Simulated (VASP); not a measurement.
# ZnO (P6_3mc) in VASP: single point with LDA

Aim: the single point of ZnO with LDA.

All numbers are computed with VASP 6.6.1; they aren't measurements. Logs are shortened: lines on timing, memory, paths and dates and some standing lists are left out, and cuts for length are marked.

### Step 1. The cell of the first run

The structure is hexagonal, space group P6_3mc (No. 186). The conventional cell has a = 3.230 Å, b = 3.230 Å, c = 5.214 Å, α = 90.00°, β = 90.00°, γ = 120.00°. Zn (site symmetry 3m) has 4 O at 1.97 to 1.98 Å within 2.6 Å. O (site symmetry 3m) has 4 Zn at 1.97 to 1.98 Å within 2.6 Å.

### Step 2. Single point, LDA

File INCAR:

```
SYSTEM = ZnO
PREC = Accurate ; ENCUT = 1340
EDIFF = 1E-6 ; ISMEAR = 0
SIGMA = 0.02 ; LREAL = .False.
LASPH = .True. ; NELM = 120
ALGO = Normal ; ISIF = 2
LWAVE = .False. ; LCHARG = .False.
GGA = CA ; NBANDS = 26
GGA_COMPAT = .False.
```

File KPOINTS:

```
regular mesh
0
Gamma
  9 9 6
  0 0 0
```

File POSCAR:

```
ZnO
1.0
    3.2300572067      0.0000000000      0.0000000000
   -1.6150286033      2.7973115966      0.0000000000
    0.0000000000      0.0000000000      5.2141142653
Zn O
2 2
Direct
    0.3333333333      0.6666666667      0.5000326392
    0.6666666667      0.3333333333      0.0000326392
    0.6666666667      0.3333333333      0.3789773608
    0.3333333333      0.6666666667      0.8789773608
```

Potentials or basis: VASP PAW LDA potentials, release 64 (Zn, O_h).

The run is started by

```sh
$ cat potpaw_LDA.64/Zn/POTCAR potpaw_LDA.64/O_h/POTCAR > POTCAR
$ mpirun -np 1 vasp_std > vasp.out
```

OUTCAR:

```text
SYSTEM = ZnO
   PREC = Accurate
   ENCUT = 1340
   EDIFF = 1E-6
   ISMEAR = 0
   LREAL = .False.
   LASPH = .True.
   NELM = 120
   ISIF = 2
   GGA = CA

 ion  position               nearest neighbor table
   1  0.333  0.667  0.500-   3 1.97   3 1.97   3 1.97   4 1.98
   2  0.667  0.333  0.000-   4 1.97   4 1.97   4 1.97   3 1.98
   3  0.667  0.333  0.379-   1 1.97   1 1.97   1 1.97   2 1.98
   4  0.333  0.667  0.879-   2 1.97   2 1.97   2 1.97   1 1.98

  LATTYP: Found a hexagonal cell.
 ALAT       =     3.2300572067
 C/A-ratio  =     1.6142482723

  Lattice vectors:

 A1 = (   3.2300572067,   0.0000000000,   0.0000000000)
 A2 = (  -1.6150286033,   2.7973115966,   0.0000000000)
 A3 = (   0.0000000000,   0.0000000000,   5.2141142653)

Analysis of symmetry for initial positions (statically):
=====================================================================
 Subroutine PRICEL returns:
 Original cell was already a primitive cell.

 Routine SETGRP: Setting up the symmetry group for a
 hexagonal supercell.

 Subroutine GETGRP returns: Found 12 space group operations
 (whereof  6 operations were pure point group operations)
 out of a pool of 24 trial point group operations.

The static configuration has the point symmetry C_3v.
 The point group associated with its full space group is C_6v.

Analysis of symmetry for dynamics (positions and initial velocities):
=====================================================================
 Subroutine PRICEL returns:
 Original cell was already a primitive cell.

 Routine SETGRP: Setting up the symmetry group for a
 hexagonal supercell.

 Subroutine GETGRP returns: Found 12 space group operations
 (whereof  6 operations were pure point group operations)
 out of a pool of 24 trial point group operations.

The dynamic configuration has the point symmetry C_3v.
 The point group associated with its full space group is C_6v.

 Subroutine INISYM returns: Found 12 space group operations
 (whereof  6 operations are pure point group operations),
 and found     1 'primitive' translations

----------------------------------------------------------------------------------------

                                     Primitive cell

  volume of cell :      47.1120

  direct lattice vectors                    reciprocal lattice vectors
     3.230057207  0.000000000  0.000000000     0.309592040  0.178743048  0.000000000
    -1.615028603  2.797311597  0.000000000     0.000000000  0.357486095  0.000000000
     0.000000000  0.000000000  5.214114265     0.000000000  0.000000000  0.191787128

  length of vectors
     3.230057207  3.230057207  5.214114265     0.357486095  0.357486095  0.191787128

  position of ions in fractional coordinates (direct lattice)
     0.333333333  0.666666667  0.500032639
     0.666666667  0.333333333  0.000032639
     0.666666667  0.333333333  0.378977361
     0.333333333  0.666666667  0.878977361

  ion indices of the primitive-cell ions
   primitive index   ion index
                 1           1
                 2           2
                 3           3
                 4           4

----------------------------------------------------------------------------------------

 KPOINTS: regular mesh

Automatic generation of k-mesh.
 Grid dimensions read from file:
 generate k-points for:    9    9    6

 Generating k-lattice:

  Cartesian coordinates                     Fractional coordinates (reciprocal lattice)
     0.034399116  0.019860339  0.000000000     0.111111111  0.000000000  0.000000000
     0.000000000  0.039720677  0.000000000     0.000000000  0.111111111  0.000000000
     0.000000000  0.000000000  0.031964521     0.000000000  0.000000000  0.166666667

  Length of vectors
     0.039720677  0.039720677  0.031964521

  Shift w.r.t. Gamma in fractional coordinates (k-lattice)
     0.000000000  0.000000000  0.000000000

 Subroutine IBZKPT returns following result:
 ===========================================

 Found     48 irreducible k-points:

 Following reciprocal coordinates:
            Coordinates               Weight
  0.000000  0.000000  0.000000      1.000000
  0.111111  0.000000  0.000000      6.000000
  0.222222  0.000000  0.000000      6.000000
  0.333333  0.000000  0.000000      6.000000
  0.444444  0.000000  0.000000      6.000000
  0.111111  0.111111  0.000000      6.000000
[... 16 lines left out ...]
  0.333333  0.222222  0.166667     24.000000
  0.333333  0.333333  0.166667      4.000000
 [... further k-points ...]
   k-points           NKPTS =     48   k-points in BZ     NKDIM =     48   number of bands    NBANDS=     26
   number of dos      NEDOS =    301   number of ions     NIONS =      4
   total plane-waves  NPLWV = 102400
   dimension x,y,z NGX =    40 NGY =   40 NGZ =   64
   dimension x,y,z NGXF=    80 NGYF=   80 NGZF=  128
   ions per type =               2   2
   NGX,Y,Z   is equivalent  to a cutoff of  20.59, 20.59, 20.41 a.u.
   NGXF,Y,Z  is equivalent  to a cutoff of  41.17, 41.17, 40.81 a.u.
 SYSTEM =  ZnO
   PREC   = accura    normal or accurate (medium, high low for compatibility)
   ISTART =      0    job   : 0-new  1-cont  2-samecut
   ICHARG =      2    charge: 1-file 2-atom 10-const
   ISPIN  =      1    spin polarized calculation?
   LNONCOLLINEAR =      F non collinear calculations
   LSORBIT =      F    spin-orbit coupling
   LASPH  =      T    aspherical Exc in radial PAW
   ENCUT  = 1340.0 eV  98.49 Ry    9.92 a.u.   9.64  9.64 15.56*2*pi/ulx,y,z
   NELM   =    120;   NELMIN=  2; NELMDL= -5     # of ELM steps
   EDIFF  = 0.1E-05   stopping-criterion for ELM
   LREAL  =      F    real-space projection
   EDIFFG = 0.1E-04   stopping-criterion for IOM
   NSW    =      0    number of steps for IOM
   IBRION =     -1    ionic relax: 0-MD 1-quasi-New 2-CG
   NFREE  =      0    steps in history (QN), initial steepest desc. (CG)
   ISIF   =      2    stress and relaxation
   ISYM   =      2    0-nonsym 1-usesym 2-fastsym
   POTIM  = 0.5000    time-step for ionic-motion
   TEBEG  =    0.0;   TEEND  =   0.0 temperature during run
   PSTRESS=    0.0 pullay stress
   NELECT =      36.0000    total number of electrons
   NUPDOWN=      -1.0000    fix difference up-down
   EMIN   =  10.00;   EMAX   =-10.00  energy-range for DOS
   EFERMI =   0.00;   METHOD = LEGACY
   ISMEAR =     0;   SIGMA  =   0.02  broadening in eV -4-tet -1-fermi 0-gaus
   EFERMI_NEDOS =   21; number of points for ismear=-14 and -15
   IALGO  =     38    algorithm
   IMIX   =      4    mixing-type and parameters
     AMIX     =   0.40;   BMIX     =  1.00
     AMIX_MAG =   1.60;   BMIX_MAG =  1.00
  volume/ion in A,a.u.               =      11.78        79.48
  Fermi-wavevector in a.u.,A,eV,Ry     =   1.496690  2.828334 30.478143  2.240080
  Thomas-Fermi vector in A             =   2.608674
   LORBIT       =      0    0 simple, 1 ext, 2 COOP (PROOUT), +10 PAW based schemes
   GGA     = CA    functional components
   LHFCALC =     F    Hartree Fock is set to
   AEXX    =    0.0000 exact exchange contribution
   IVDW    =     0    specifies the selected vdW correction
   LEPSILON=     F    determine dielectric tensor
   LRPA    =     F    only Hartree local field effects (RPA)
 non-spin polarized calculation
 Gauss-broadening in eV      SIGMA  =   0.02
  energy-cutoff  :     1340.00
  volume of cell :       47.11
 maximum number of plane-waves:      5299
 NGX is ok and might be reduce to    40
   NGX = 19   NGY = 19   NGZ = 31

 number of electron      36.0000001 magnetization

 Free energy of the ion-electron system (eV)
  ---------------------------------------------------
  ext. energy  EPLUGINS =         0.00000000
  ---------------------------------------------------
  free energy    TOTEN  =       -21.15567132 eV

  energy without entropy =      -21.15567132  energy(sigma->0) =      -21.15567132

 E-fermi :   1.4175     XC(G=0): -11.5227

 val. band max:        1.3064676547   @ k =   0.0000   0.0000   0.0000
 cond. band min:       2.0579091877   @ k =   0.0000   0.0000   0.0000
 fundamental gap:      0.7514415329
 Fermi energy:         1.4175311892

 k-point     1 :       0.0000    0.0000    0.0000
  band No.  band energies     occupation
      1     -16.5825      2.00000
      2     -15.8018      2.00000
      3      -4.5206      2.00000
      4      -4.5206      2.00000
      5      -4.4940      2.00000
      6      -4.4789      2.00000
[... 18 lines left out ...]
     25      15.3486      0.00000
     26      15.3486      0.00000

 k-point     2 :       0.1111    0.0000    0.0000
  band No.  band energies     occupation
      1     -16.5095      2.00000
      2     -15.7691      2.00000
      3      -4.6028      2.00000
      4      -4.4809      2.00000
      5      -4.4378      2.00000
      6      -4.3986      2.00000
[... 18 lines left out ...]
     25      15.3026      0.00000
     26      15.4926      0.00000

 k-point     3 :       0.2222    0.0000    0.0000
  band No.  band energies     occupation
      1     -16.3144      2.00000
      2     -15.6907      2.00000
      3      -4.7603      2.00000
      4      -4.4287      2.00000
      5      -4.3885      2.00000
      6      -4.2873      2.00000
[... 18 lines left out ...]
     25      14.6580      0.00000
     26      15.4592      0.00000

 k-point     4 :       0.3333    0.0000    0.0000
  band No.  band energies     occupation
      1     -16.0658      2.00000
      2     -15.6173      2.00000
      3      -4.8485      2.00000
      4      -4.4832      2.00000
      5      -4.3053      2.00000
      6      -4.1080      2.00000
[... 18 lines left out ...]
     25      14.5867      0.00000
     26      15.2940      0.00000

 k-point     5 :       0.4444    0.0000    0.0000
  band No.  band energies     occupation
      1     -15.8697      2.00000
      2     -15.5964      2.00000
      3      -4.7965      2.00000
      4      -4.5590      2.00000
      5      -4.2673      2.00000
      6      -3.9214      2.00000
[... 18 lines left out ...]
     25      14.4025      0.00000
     26      15.4203      0.00000

 k-point     6 :       0.1111    0.1111    0.0000
  band No.  band energies     occupation
      1     -16.3753      2.00000
      2     -15.7136      2.00000
      3      -4.6845      2.00000
      4      -4.4897      2.00000
      5      -4.3772      2.00000
      6      -4.3381      2.00000
[... 427 lines left out ...]
 k-point    21 :       0.4444    0.1111    0.1667
  band No.  band energies     occupation
      1     -15.7940      2.00000
      2     -15.6107      2.00000
      3      -4.7562      2.00000
      4      -4.5711      2.00000
      5      -4.2668      2.00000
      6      -3.9615      2.00000
[... 18 lines left out ...]
     25      13.9957      0.00000
     26      15.1401      0.00000

 k-point    22 :       0.2222    0.2222    0.1667
  band No.  band energies     occupation
      1     -15.9203      2.00000
      2     -15.6173      2.00000
      3      -4.6744      2.00000
      4      -4.5938      2.00000
      5      -4.2240      2.00000
      6      -4.1741      2.00000
[... 18 lines left out ...]
     25      13.0862      0.00000
     26      16.3299      0.00000

 k-point    23 :       0.3333    0.2222    0.1667
  band No.  band energies     occupation
      1     -15.7597      2.00000
      2     -15.6107      2.00000
      3      -4.6168      2.00000
      4      -4.4133      2.00000
      5      -4.2437      2.00000
      6      -4.0529      2.00000
[... 18 lines left out ...]
     25      13.8676      0.00000
     26      15.4007      0.00000

 k-point    24 :       0.3333    0.3333    0.1667
  band No.  band energies     occupation
      1     -15.6567      2.00000
      2     -15.6567      2.00000
      3      -4.5505      2.00000
      4      -4.2699      2.00000
      5      -4.2699      2.00000
      6      -3.9293      2.00000
[... 18 lines left out ...]
     25      14.5400      0.00000
     26      15.6146      0.00000

 [... further k-points ...]
[... 5 lines left out ...]
  --------------------------------------------------------------------------------------
  -------------------------------------------------------------------------------------
  Total       -1.4198886     -1.4198886     -1.3825025     -0.0000000     -0.0000000      0.0000000
  in kB      -48.2873365    -48.2873365    -47.0159155     -0.0000000     -0.0000000      0.0000000
  external PRESSURE =     -47.8635295 kB  Pullay stress =       0.0000000 kB

 VOLUME and BASIS-vectors are now :
 -----------------------------------------------------------------------------
  energy-cutoff  :     1340.00
  volume of cell :       47.11
      direct lattice vectors                 reciprocal lattice vectors
     3.230057207  0.000000000  0.000000000     0.309592040  0.178743048  0.000000000
    -1.615028603  2.797311597  0.000000000     0.000000000  0.357486095  0.000000000
     0.000000000  0.000000000  5.214114265     0.000000000  0.000000000  0.191787128

 POSITION                                       TOTAL-FORCE (eV/Angst)
 -----------------------------------------------------------------------------------
     -0.00000      1.86487      2.60723        -0.000000      0.000000      0.003094
      1.61503      0.93244      0.00017        -0.000000      0.000000      0.003094
      1.61503      0.93244      1.97603        -0.000000      0.000000     -0.003094
     -0.00000      1.86487      4.58309         0.000000     -0.000000     -0.003094
 -----------------------------------------------------------------------------------
    total drift:                                0.000000     -0.000000     -0.000206

  FREE ENERGIE OF THE ION-ELECTRON SYSTEM (eV)
  ---------------------------------------------------
  free  energy   TOTEN  =       -21.1556713207 eV

  energy  without entropy=      -21.1556713207  energy(sigma->0) =      -21.15567132
```

Run time: 2.5 min. Hardware: 1 thread of Intel Xeon Platinum 8488C (Sapphire Rapids), shared host; peak memory 0.37 GiB.

Results:

| Item | Value |
| --- | --- |
| Free energy | -21.1557 eV |
| Pressure | -4.8 GPa |
| Largest force | 0.003 eV/Å |
| Band gap on the k mesh | 0.75 eV |

Forces in eV/Å, atoms in the order of the input:
```
Zn   0.000  0.000  0.003
Zn   0.000  0.000  0.003
O    0.000  0.000 -0.003
O    0.000  0.000 -0.003
```

Levels at points of the mesh, in eV from the valence-band top:
```tsv
k point	band 16	band 17	band 18	band 19	band 20	band 21
(0.00, 0.00, 0.00)	-0.09	0.00	0.00	0.75	5.15	8.09
(0.00, 0.00, 0.50)	-0.40	-0.40	-0.40	3.41	3.41	9.91
```

Caveat: the cell stands under tension; semilocal functionals underestimate gaps, and a narrow one can read as zero.
